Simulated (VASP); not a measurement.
Input of a VASP 6.6.1 run:

File INCAR:

```
PREC = Accurate ; ENCUT = 520
EDIFF = 1E-6 ; ISMEAR = 0
SIGMA = 0.02 ; LREAL = F
LASPH = T ; NELM = 150
ALGO = Normal ; ISIF = 2
LWAVE = F ; LCHARG = T
LMAXMIX = 4 ; LDAU = T
LDAUTYPE = 2 ; LDAUL = 2 -1
LDAUU = 4 0 ; LDAUJ = 0 0
LDAUPRINT = 1 ; GGA = PE
LELF = T ; LVHAR = T
NBANDS = 33
```

File KPOINTS:

```
regular mesh
0
Gamma
  6 6 10
```

POSCAR

```
TiO2
1.0
    4.4718293932      0.0000000000      0.0000000000
    0.0000000000      4.4718293932      0.0000000000
    0.0000000000      0.0000000000      2.9457103344
Ti O
2 4
Direct
    0.0000000000      0.0000000000      0.0000000000
    0.5000000000      0.5000000000      0.5000000000
    0.3032342491      0.3032342491      0.0000000000
    0.1967657509      0.8032342491      0.5000000000
    0.6967657509      0.6967657509      0.0000000000
    0.8032342491      0.1967657509      0.5000000000
```

Potentials or basis: VASP PAW PBE potentials, release 64 (Ti_sv, O).

The run is started by

```sh
$ cat potpaw_PBE.64/Ti_sv/POTCAR potpaw_PBE.64/O/POTCAR > POTCAR
$ mpirun -np 1 vasp_std > vasp.out
```

Predict the band gap on the k mesh.

2.48 eV.

Predict the largest force.

0.097 eV/Å.

Predict the pressure.

29.6 GPa.

Stress tensor (GPa, compression positive):
```
29.34  0.00  0.00
 0.00 29.34  0.00
 0.00  0.00 30.10
```

Caveat: the cell stands under pressure. A k mesh can miss the band edges.
